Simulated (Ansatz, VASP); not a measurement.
# One calculation of MgO, two programs

```xyz
2
Lattice="0.0000 2.1074 2.1074 2.1074 0.0000 2.1074 2.1074 2.1074 0.0000" Properties=species:S:1:pos:R:3 pbc="T T T"
Mg    0.0000    0.0000    0.0000
O     2.1074    2.1074    2.1074
```

Alike in both runs: task single point; functional PBEsol; k mesh 8 × 8 × 8; no spin polarisation.

```csv
,VASP,Ansatz
version,VASP 6.6.1,Ansatz 0.2.0
potentials or method,"VASP PAW PBE potentials, release 64 (Mg, O), cutoff 600 eV","scalar-relativistic, plane waves, PAW"
occupations,"gaussian, width 0.01 eV",fixed
valence electrons in the cell,8,16
```

|  | VASP | Ansatz | Ansatz less VASP |
| --- | --- | --- | --- |
| gap on the k mesh at the Fermi level (eV) | 4.62 | 4.62 | +0.005 |
| least direct gap on the mesh (eV) | 4.62 | 4.62 | +0.005 |

VASP's potentials were made for PBE, not for PBEsol, and Ansatz warns of the same on its side. VASP's potentials hold 8 valence electrons a cell and Ansatz's 16, so a difference there can come from the potentials and not from the codes.
